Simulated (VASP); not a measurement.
# TaN: single point with LDA

The system is TaN.

```xyz
2
Lattice="2.9786 0.0000 0.0000 -1.4893 2.5796 0.0000 0.0000 0.0000 2.9282" Properties=species:S:1:pos:R:3 pbc="T T T"
Ta    0.0000    0.0000    1.4641
N     1.4893    0.8599    0.0000
```

This cell differs from its parent crystal: functional lda, volume scaled by 1.04.

| Quantity | Value |
| --- | --- |
| Program | VASP 6.6.1 |
| Task | single point |
| Functional | LDA |
| Potentials or basis | VASP PAW LDA potentials, release 64 (Ta_pv, N) |
| Cutoff | 520 eV |
| k mesh | 13 × 13 × 11 |
| Occupations | fermi-dirac, width 0.05 eV |
| Spin | no spin polarisation |
| Dipole correction | no |
| Further INCAR settings | ALGO = Normal; EDIFF = 1e-06; NBANDS = 15 |

```yaml
Pressure: -23.0 GPa
Band_gap_on_the_k_mesh: zero (band 8 reaches 7.72 eV, above the bottom of band 9 at 7.56 eV)
```

Stress tensor (GPa, compression positive):
```
-21.73   0.00   0.00
  0.00 -21.73   0.00
  0.00   0.00 -25.66
```

Levels at points of the mesh, in eV from the Fermi level:
```csv
k point,band 4,band 5,band 6,band 7,band 8,band 9,band 10,band 11,band 12,band 13
"(0.00, 0.00, 0.00)",-17.21,-4.35,-4.35,-4.01,-2.83,2.05,3.37,3.37,3.68,3.68
```

Run time: 15 s on 1 thread of Intel Xeon 6975P-C, on a shared host, peak memory 0.16 GiB.

Caveat: spin-orbit coupling is left out, which moves the levels of the heavy elements.
